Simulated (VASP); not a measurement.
# Zn (P6_3/mmc) in VASP: a series of runs, part 2 of 2

VASP 6.6.1. The steps go on from the part before.

**3. Relaxation of shape and atoms at fixed volume, PBE**

This run uses another cell than the first one, of 10.55 Å³/atom, 1.167 times its volume.

Contents of INCAR:

```
  PREC = Accurate
  ENCUT = 600
  EDIFF = 1E-7
  ISMEAR = -1
  SIGMA = 0.05
  LREAL = F
  LASPH = T
  NELM = 80
  ALGO = Normal
  ISIF = 4
  LWAVE = F
  LCHARG = F
  GGA = PE
  IBRION = 2
  NSW = 50
  EDIFFG = -0.005
```

Contents of KPOINTS:

```
Automatic mesh
0
Gamma
  16 16 9
```

Contents of POSCAR:

```
Zn
1.0
    2.3680952086      0.0000000000      0.0000000000
   -1.1840476043      2.0508306092      0.0000000000
    0.0000000000      0.0000000000      4.3442114636
Zn
2
Direct
    0.3333333333      0.6666666667      0.2500000000
    0.6666666667      0.3333333333      0.7500000000
```

Potentials or basis: VASP PAW PBE potentials, release 64 (Zn).

The run is started by

```sh
$ cat potpaw_PBE.64/Zn/POTCAR > POTCAR
$ mpirun -np 1 vasp_std > vasp.out
```

OUTCAR:

```text
PREC = Accurate
   ENCUT = 600
   EDIFF = 1E-7
   ISMEAR = -1
   LREAL = F
   LASPH = T
   NELM = 80
   ISIF = 4
   GGA = PE
   IBRION = 2
   NSW = 50
   EDIFFG = -0.005

 ion  position               nearest neighbor table
   1  0.333  0.667  0.250-   2 2.57   2 2.57   2 2.57   2 2.57   2 2.57   2 2.57
   2  0.667  0.333  0.750-   1 2.57   1 2.57   1 2.57   1 2.57   1 2.57   1 2.57

  LATTYP: Found a hexagonal cell.
 ALAT       =     2.3680952086
 C/A-ratio  =     1.8344750025

  Lattice vectors:

 A1 = (   2.3680952086,   0.0000000000,   0.0000000000)
 A2 = (  -1.1840476043,   2.0508306092,   0.0000000000)
 A3 = (   0.0000000000,   0.0000000000,   4.3442114636)

Analysis of symmetry for initial positions (statically):
=====================================================================
 Subroutine PRICEL returns:
 Original cell was already a primitive cell.

 Routine SETGRP: Setting up the symmetry group for a
 hexagonal supercell.

 Subroutine GETGRP returns: Found 24 space group operations
 (whereof 12 operations were pure point group operations)
 out of a pool of 24 trial point group operations.

The static configuration has the point symmetry D_3d.
 The point group associated with its full space group is D_6h.

Analysis of symmetry for dynamics (positions and initial velocities):
=====================================================================
 Subroutine PRICEL returns:
 Original cell was already a primitive cell.

 Routine SETGRP: Setting up the symmetry group for a
 hexagonal supercell.

 Subroutine GETGRP returns: Found 24 space group operations
 (whereof 12 operations were pure point group operations)
 out of a pool of 24 trial point group operations.

The dynamic configuration has the point symmetry D_3d.
 The point group associated with its full space group is D_6h.

 Subroutine INISYM returns: Found 24 space group operations
 (whereof 12 operations are pure point group operations),
 and found     1 'primitive' translations

----------------------------------------------------------------------------------------

                                     Primitive cell

  volume of cell :      21.0979

  direct lattice vectors                    reciprocal lattice vectors
     2.368095209  0.000000000  0.000000000     0.422280319  0.243803656  0.000000000
    -1.184047604  2.050830609  0.000000000     0.000000000  0.487607312  0.000000000
     0.000000000  0.000000000  4.344211464     0.000000000  0.000000000  0.230191373

  length of vectors
     2.368095209  2.368095209  4.344211464     0.487607312  0.487607312  0.230191373

  position of ions in fractional coordinates (direct lattice)
     0.333333333  0.666666667  0.250000000
     0.666666667  0.333333333  0.750000000

  ion indices of the primitive-cell ions
   primitive index   ion index
                 1           1
                 2           2

----------------------------------------------------------------------------------------

 KPOINTS: Automatic mesh

Automatic generation of k-mesh.
 Grid dimensions read from file:
 generate k-points for:   16   16    9

 Generating k-lattice:

  Cartesian coordinates                     Fractional coordinates (reciprocal lattice)
[... 21 lines left out ...]
  0.250000 -0.000000  0.000000      6.000000
  0.312500 -0.000000  0.000000      6.000000
[... 16 lines left out ...]
  0.187500  0.187500  0.000000      6.000000
  0.250000  0.187500  0.000000     12.000000
 [... further k-points ...]
   k-points           NKPTS =    150   k-points in BZ     NKDIM =    150   number of bands    NBANDS=     16
   number of dos      NEDOS =    301   number of ions     NIONS =      2
   total plane-waves  NPLWV =  14400
   dimension x,y,z NGX =    20 NGY =   20 NGZ =   36
   dimension x,y,z NGXF=    40 NGYF=   40 NGZF=   72
   ions per type =               2
   NGX,Y,Z   is equivalent  to a cutoff of  14.04, 14.04, 13.78 a.u.
   NGXF,Y,Z  is equivalent  to a cutoff of  28.08, 28.08, 27.55 a.u.
 SYSTEM =  unknown system
   PREC   = accura    normal or accurate (medium, high low for compatibility)
   ISTART =      0    job   : 0-new  1-cont  2-samecut
   ICHARG =      2    charge: 1-file 2-atom 10-const
   ISPIN  =      1    spin polarized calculation?
   LNONCOLLINEAR =      F non collinear calculations
   LSORBIT =      F    spin-orbit coupling
   LASPH  =      T    aspherical Exc in radial PAW
   ENCUT  =  600.0 eV  44.10 Ry    6.64 a.u.   4.73  4.73  8.68*2*pi/ulx,y,z
   NELM   =     80;   NELMIN=  2; NELMDL= -5     # of ELM steps
   EDIFF  = 0.1E-06   stopping-criterion for ELM
   LREAL  =      F    real-space projection
   EDIFFG = -.5E-02   stopping-criterion for IOM
   NSW    =     50    number of steps for IOM
   IBRION =      2    ionic relax: 0-MD 1-quasi-New 2-CG
   NFREE  =      1    steps in history (QN), initial steepest desc. (CG)
   ISIF   =      4    stress and relaxation
   ISYM   =      2    0-nonsym 1-usesym 2-fastsym
   POTIM  = 0.5000    time-step for ionic-motion
   TEBEG  =    0.0;   TEEND  =   0.0 temperature during run
   PSTRESS=    0.0 pullay stress
   NELECT =      24.0000    total number of electrons
   NUPDOWN=      -1.0000    fix difference up-down
   EMIN   =  10.00;   EMAX   =-10.00  energy-range for DOS
   EFERMI =   0.00;   METHOD = LEGACY
   ISMEAR =    -1;   SIGMA  =   0.05  broadening in eV -4-tet -1-fermi 0-gaus
   EFERMI_NEDOS =   21; number of points for ismear=-14 and -15
   IALGO  =     38    algorithm
   IMIX   =      4    mixing-type and parameters
     AMIX     =   0.40;   BMIX     =  1.00
     AMIX_MAG =   1.60;   BMIX_MAG =  1.00
  volume/ion in A,a.u.               =      10.55        71.19
  Fermi-wavevector in a.u.,A,eV,Ry     =   1.708960  3.229466 39.736426  2.920545
  Thomas-Fermi vector in A             =   2.787532
   LORBIT       =      0    0 simple, 1 ext, 2 COOP (PROOUT), +10 PAW based schemes
   GGA     = PE    functional components
   LHFCALC =     F    Hartree Fock is set to
   AEXX    =    0.0000 exact exchange contribution
   IVDW    =     0    specifies the selected vdW correction
   LEPSILON=     F    determine dielectric tensor
   LRPA    =     F    only Hartree local field effects (RPA)
 conjugate gradient relaxation of ions
 non-spin polarized calculation
  energy-cutoff  :      600.00
  volume of cell :       21.10
 maximum number of plane-waves:       726
 NGX is ok and might be reduce to    20
   NGX =  9   NGY =  9   NGZ = 17

--------------------------------------- Ionic step        1  -------------------------------------------

 number of electron      23.9999988 magnetization

 Free energy of the ion-electron system (eV)
  ---------------------------------------------------
  ext. energy  EPLUGINS =         0.00000000
  ---------------------------------------------------
  free energy    TOTEN  =        -0.85930232 eV

  energy without entropy =       -0.85722500  energy(sigma->0) =       -0.85826366

------------------------ aborting loop because EDIFF is reached ----------------------------------------

  FORCE on cell =-STRESS in cart. coord.  units (eV):
  Direction    XX          YY          ZZ          XY          YZ          ZX
  --------------------------------------------------------------------------------------
  -------------------------------------------------------------------------------------
  Total       10.0281713     10.0281713      6.8925657      0.0000000     -0.0000000      0.0000000
  in kB      761.5394730    761.5394730    523.4215399      0.0000000     -0.0000000      0.0000000
  external PRESSURE =     682.1668286 kB  Pullay stress =       0.0000000 kB
[... 167 lines left out ...]
--------------------------------------- Ionic step        6  -------------------------------------------

 number of electron      24.0000024 magnetization

 Free energy of the ion-electron system (eV)
  ---------------------------------------------------
  ext. energy  EPLUGINS =         0.00000000
  ---------------------------------------------------
  free energy    TOTEN  =        -0.95589725 eV

  energy without entropy =       -0.95470074  energy(sigma->0) =       -0.95529899

 E-fermi :   6.7576     XC(G=0): -13.6235

 val. band max:        6.7121776595   @ k =   0.1250   0.1250   0.0000
 cond. band min:       6.7699401592   @ k =   0.3750   0.0000   0.0000
 fundamental gap:      0.0577624997
 Fermi energy:         6.7575577907

 k-point     1 :       0.0000    0.0000    0.0000
  band No.  band energies     occupation
      1      -7.5082      2.00000
      2      -4.2367      2.00000
      3      -2.6734      2.00000
      4      -2.6661      2.00000
      5      -2.6661      2.00000
      6      -2.4751      2.00000
[... 433 lines left out ...]
      3      -3.5259      2.00000
      4      -3.1899      2.00000
      5      -2.8291      2.00000
      6      -2.4452      2.00000
[... 8 lines left out ...]
     15      11.6016      0.00000
     16      18.7881      0.00000

 [... further k-points ...]
[... 5 lines left out ...]
  --------------------------------------------------------------------------------------
  -------------------------------------------------------------------------------------
  Total        8.3371194      8.3371194      8.3425537      0.0000000      0.0000000      0.0000000
  in kB      633.1209711    633.1209711    633.5336454      0.0000000      0.0000000      0.0000000
  external PRESSURE =     633.2585292 kB  Pullay stress =       0.0000000 kB
[... 17 lines left out ...]
  FREE ENERGIE OF THE ION-ELECTRON SYSTEM (eV)
  ---------------------------------------------------
  free  energy   TOTEN  =        -0.9558972514 eV

  energy  without entropy=       -0.9547007372  energy(sigma->0) =       -0.95529899

 reached required accuracy - stopping structural energy minimisation
```

CONTCAR:

```text
Zn
   1.00000000000000
     2.4778473039115259    0.0000000000000000   -0.0000000000000000
    -1.2389236519557629    2.1458787118086953    0.0000000000000000
     0.0000000000000000   -0.0000000000000000    3.9678952278789459
  Zn
     2
Direct
     0.3333333332999970    0.6666666667000030    0.2500000000000000
     0.6666666667000030    0.3333333332999970    0.7500000000000000

  0.00000000E+00  0.00000000E+00  0.00000000E+00
  0.00000000E+00  0.00000000E+00  0.00000000E+00
```

Wall time 6.3 min (1 thread of AMD EPYC, shared host); peak memory 0.14 GiB.

What came out:

```yaml
Free_energy: -0.9559 eV
Energy_gained_by_relaxing: 48.3 meV/atom
Ionic_steps: 6
Pressure_after_relaxing: 63.3 GPa
Band_gap_on_the_k_mesh: zero (band 12 reaches 8.31 eV, above the bottom of band 13 at 5.95 eV)
```

Step by step:
```tsv
step	energy change (eV)	largest force (eV/Å)	pressure (GPa)	volume (Å³)
1	0.0000	0.0000	68.22	21.10
2	-0.0749	0.0000	64.64	21.10
3	-0.0831	0.0000	63.97	21.10
4	-0.0966	0.0000	63.33	21.10
5	-0.0966	0.0000	63.33	21.10
6	-0.0966	0.0000	63.33	21.10
```

Final structure:
```
Zn
1.0
     2.47785    0.00000    0.00000
    -1.23892    2.14588    0.00000
     0.00000    0.00000    3.96790
Zn
2
Direct
  0.33333 0.66667 0.25000
  0.66667 0.33333 0.75000
```

**4. Relaxation of shape and atoms at fixed volume, PBE**

This run uses another cell than the first one, of 12.06 Å³/atom, 1.333 times its volume.

Contents of INCAR:

```
PREC = Accurate
ENCUT = 600
EDIFF = 1E-7
ISMEAR = -1
SIGMA = 0.05
LREAL = False
LASPH = True
NELM = 60
ALGO = Normal
ISIF = 4
LWAVE = False
LCHARG = False
GGA = PE
IBRION = 2
NSW = 50
EDIFFG = -0.005
```

KPOINTS is that of step 3.

Contents of POSCAR:

```
Zn
1.0
    2.4758812339      0.0000000000      0.0000000000
   -1.2379406170      2.1441760453      0.0000000000
    0.0000000000      0.0000000000      4.5419422327
Zn
2
Direct
    0.3333333333      0.6666666667      0.2500000000
    0.6666666667      0.3333333333      0.7500000000
```

The run is started by

```sh
$ cat potpaw_PBE.64/Zn/POTCAR > POTCAR
$ mpirun -np 1 vasp_std > vasp.out
```

Run time: 6.1 min. Hardware: 1 thread of AMD EPYC, shared host; peak memory 0.15 GiB.

The run converged. Its results:

| Quantity | Value |
| --- | --- |
| Free energy | -1.7754 eV |
| Energy gained by relaxing | 11.1 meV/atom |
| Ionic steps | 5 |
| Pressure after relaxing | 29.2 GPa |
| Band gap on the k mesh | zero (band 12 reaches 6.84 eV, above the bottom of band 13 at 2.96 eV) |

The path:
| step | energy change (eV) | largest force (eV/Å) | pressure (GPa) | volume (Å³) |
| --- | --- | --- | --- | --- |
| 1 | 0.0000 | 0.0000 | 30.71 | 24.11 |
| 2 | -0.0221 | 0.0000 | 29.25 | 24.11 |
| 3 | -0.0222 | 0.0000 | 29.25 | 24.11 |
| 4 | -0.0222 | 0.0000 | 29.10 | 24.11 |
| 5 | -0.0222 | 0.0000 | 29.18 | 24.11 |

Final structure:
```xyz
2
Lattice="2.5135 0.0000 0.0000 -1.2568 2.1768 0.0000 0.0000 0.0000 4.4069" Properties=species:S:1:pos:R:3 pbc="T T T"
Zn    0.0000    1.4512    1.1017
Zn    1.2568    0.7256    3.3051
```

Levels at points of the mesh, in eV from the Fermi level:
| k point | band 10 | band 11 | band 12 | band 13 | band 14 | band 15 |
| --- | --- | --- | --- | --- | --- | --- |
| (0.00, 0.00, 0.00) | -7.79 | -7.79 | -4.85 | -2.31 | 17.89 | 19.09 |
| (0.50, 0.00, 0.00) | -7.58 | -4.10 | -2.86 | 3.43 | 3.58 | 5.75 |

**5. Summary**

| cell | gap on the mesh (eV) | pressure (GPa) |
| --- | --- | --- |
| relaxed from a = 2.249, b = 2.249, c = 4.127 Å, angles 90.0, 90.0, 120.0°, 2 atoms | none | 135.5 |
| relaxed from a = 2.368, b = 2.368, c = 4.344 Å, angles 90.0, 90.0, 120.0°, 2 atoms | none | 63.3 |
| relaxed from a = 2.476, b = 2.476, c = 4.542 Å, angles 90.0, 90.0, 120.0°, 2 atoms | none | 29.2 |

Alike in all rows: task relaxation of shape and atoms at fixed volume; level PBE; potentials or basis VASP PAW PBE potentials, release 64 (Zn); no spin polarisation; k mesh 16 × 16 × 9; cutoff (eV) 600; smearing fermi-dirac 0.05 eV.

Total energies depend on the potentials used, so only differences within one code and one set of settings carry meaning.
